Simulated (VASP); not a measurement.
Here is a VASP 6.6.1 calculation.

INCAR

```
SYSTEM = Pt
  PREC = Accurate
  ENCUT = 500
  EDIFF = 1E-6
  ISMEAR = 0
  SIGMA = 0.1
  LREAL = .False.
  LASPH = .True.
  NELM = 120
  ALGO = Normal
  ISIF = 2
  LWAVE = .False.
  LCHARG = .False.
  GGA = PE
  NBANDS = 11
  GGA_COMPAT = .False.
```

The input KPOINTS:

```
Automatic mesh
0
Gamma
  8 8 8
  0 0 0
```

Contents of POSCAR:

```
Pt
1.0
   -1.5842200000      1.5842200000      1.5842200000
    1.5842200000     -1.5842200000      1.5842200000
    1.5842200000      1.5842200000     -1.5842200000
Pt
1
Direct
    0.0000000000      0.0000000000      0.0000000000
```

Potentials or basis: VASP PAW PBE potentials, release 64 (Pt).

Run with:

```sh
$ cat potpaw_PBE.64/Pt/POTCAR > POTCAR
$ mpirun -np 1 vasp_std > vasp.out
```

Task: Predict the band gap on the k mesh.

Result: Zero (band 5 reaches 11.06 eV, above the bottom of band 6 at 9.12 eV).

Task: What does it give for the pressure?

Result: 0.0 GPa.

Caveat: spin-orbit coupling is left out, which moves the levels of the heavy elements.
